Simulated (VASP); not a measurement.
A run of VASP 6.6.1 is set up as follows.

File INCAR:

```
PREC     = Accurate       # precision mode
ENCUT    = 520            # plane-wave cutoff, eV
EDIFF    = 1E-6           # SCF threshold, eV
ISMEAR   = 0              # smearing method
SIGMA    = 0.1            # smearing width, eV
LREAL    = False          # projectors in reciprocal space
LASPH    = True           # aspherical terms in the spheres
NELM     = 100            # most SCF steps
ALGO     = Normal         # electronic algorithm
ISIF     = 2              # what is computed and relaxed
LWAVE    = False          # write WAVECAR
LCHARG   = False          # write CHGCAR
GGA      = PE             # functional
NBANDS   = 23             # bands
```

Contents of KPOINTS:

```
Automatic mesh
0
Gamma
  12 12 10
```

File POSCAR:

```
Si4PI
1.0
    6.2142892904      0.0000000000      0.0000000000
   -3.1071446452      5.3817323920      0.0000000000
    0.0000000000      0.0000000000      3.4499875043
Si P I
4 1 1
Direct
    0.6666666667      0.3333333333      0.0000000000
    0.0035820255      0.5017910127      0.5000000000
    0.4982089873      0.5017910127      0.5000000000
    0.4982089873      0.9964179745      0.5000000000
    0.3333333333      0.6666666667      0.0000000000
    0.0000000000      0.0000000000      0.0000000000
```

Potentials or basis: VASP PAW PBE potentials, release 64 (Si, P, I).

The run is started by

```console
$ cat potpaw_PBE.64/Si/POTCAR potpaw_PBE.64/P/POTCAR potpaw_PBE.64/I/POTCAR > POTCAR
$ mpirun -np 1 vasp_std > vasp.out
```

Problem. Estimate the largest force.

Solution. 0.004 eV/Å.

Problem. Predict the pressure.

Solution. 0.0 GPa.

Forces on the atoms (eV/Å):
```
Si   0.000  0.000  0.000
Si   0.003  0.002  0.000
Si  -0.003  0.002  0.000
Si   0.000 -0.004  0.000
P    0.000  0.000  0.000
I    0.000  0.000  0.000
```
